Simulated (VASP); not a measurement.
A run of VASP 6.6.1:

INCAR

```
SYSTEM = PtSe2
  ALGO = Normal
  EDIFF = 1E-6
  ENCUT = 520
  GGA = PE
  ISIF = 2
  ISMEAR = 0
  LASPH = .TRUE.
  LCHARG = .FALSE.
  LREAL = .FALSE.
  LWAVE = .FALSE.
  NBANDS = 18
  NELM = 80
  PREC = Accurate
  SIGMA = 0.15
```

KPOINTS

```
k-points
0
G
  12 12 10
  0 0 0
```

The input POSCAR:

```
PtSe2
1.0
    3.7798606137      0.0000000000      0.0000000000
   -1.8899303068      3.2734553142      0.0000000000
    0.0000000000      0.0000000000      5.0620000000
Pt Se
1 2
Direct
    0.0000000000      0.0000000000      0.0000000000
    0.3333333333      0.6666666667      0.2500000000
    0.6666666667      0.3333333333      0.7500000000
```

Potentials or basis: VASP PAW PBE potentials, release 64 (Pt, Se).

Run with:

```console
$ cat potpaw_PBE.64/Pt/POTCAR potpaw_PBE.64/Se/POTCAR > POTCAR
$ mpirun -np 1 vasp_std > vasp.out
```

Hardware: 1 thread of Intel(R) Xeon(R) 6975P-C (Granite Rapids), with other jobs on the host.

Task: Estimate the wall time of this run.

Result: Wall time 54 s on 1 thread of Intel(R) Xeon(R) 6975P-C (Granite Rapids) (shared host), peak memory 0.31 GiB. Counts: scf iterations 13, k points 162.
